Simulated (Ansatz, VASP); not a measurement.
**YTl: VASP beside Ansatz**

```
Y Tl
1.0
     3.75100    0.00000    0.00000
     0.00000    3.75100    0.00000
     0.00000    0.00000    3.82602
Y Tl
1 1
Direct
  0.50000 0.50000 0.50000
  0.00000 0.00000 0.00000
```

Change from the starting cell: zz strain of +2 %.

Alike in both runs: task single point; functional LDA; k mesh 11 × 11 × 11; occupations fermi-dirac, width 0.08 eV; no spin polarisation.

|  | VASP | Ansatz |
| --- | --- | --- |
| version | VASP 6.6.1 | Ansatz 0.2.0 |
| potentials or method | VASP PAW LDA potentials, release 64 (Y_sv, Tl_d), cutoff 520 eV | all-electron LAPW, scalar-relativistic |

```tsv
	VASP	Ansatz	Ansatz less VASP
pressure (GPa)	-4.0	-4.0	-0.05
traceless stress, the component that is largest in VASP (GPa)	-0.14	-0.14	+0.002
```

LDA's correlation is that of Perdew and Zunger in VASP and of Perdew and Wang (1992) in Ansatz. Ansatz ran all-electron here, and VASP with PAW potentials.

Neither program's run includes spin-orbit coupling.
